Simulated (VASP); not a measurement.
A run of VASP 6.6.1 is set up as follows.

INCAR

```
SYSTEM = Hg
ALGO     = Normal         ! electronic algorithm
EDIFF    = 1E-6           ! SCF threshold, eV
ENCUT    = 520            ! plane-wave cutoff, eV
GGA      = PE             ! functional
ISIF     = 2              ! what is computed and relaxed
ISMEAR   = -1             ! smearing method
LASPH    = .TRUE.         ! aspherical terms in the spheres
LCHARG   = .TRUE.         ! write CHGCAR
LELF     = .TRUE.         ! ELF
LREAL    = .FALSE.        ! projectors in reciprocal space
LVHAR    = .TRUE.       
LWAVE    = .FALSE.        ! write WAVECAR
NBANDS   = 19             ! bands
NELM     = 100            ! most SCF steps
PREC     = Accurate       ! precision mode
SIGMA    = 0.06122561905347299 ! smearing width, eV
```

File KPOINTS:

```
k-points
0
G
  13 13 13
  0 0 0
```

The input POSCAR:

```
Hg
1.0
    0.0000000000      3.7589742326      3.7589742326
    3.7589742326      0.0000000000      3.7589742326
    3.7589742326      3.7589742326      0.0000000000
Hg
2
Direct
    0.0000000000      0.0000000000      0.0000000000
    0.2500000000      0.2500000000      0.2500000000
```

Potentials or basis: VASP PAW PBE potentials, release 64 (Hg).

Launch:

```bash
$ cat potpaw_PBE.64/Hg/POTCAR > POTCAR
$ mpirun -np 1 vasp_std > vasp.out
```

(1) Predict the pressure.

Results:

(1) 0.1 GPa.
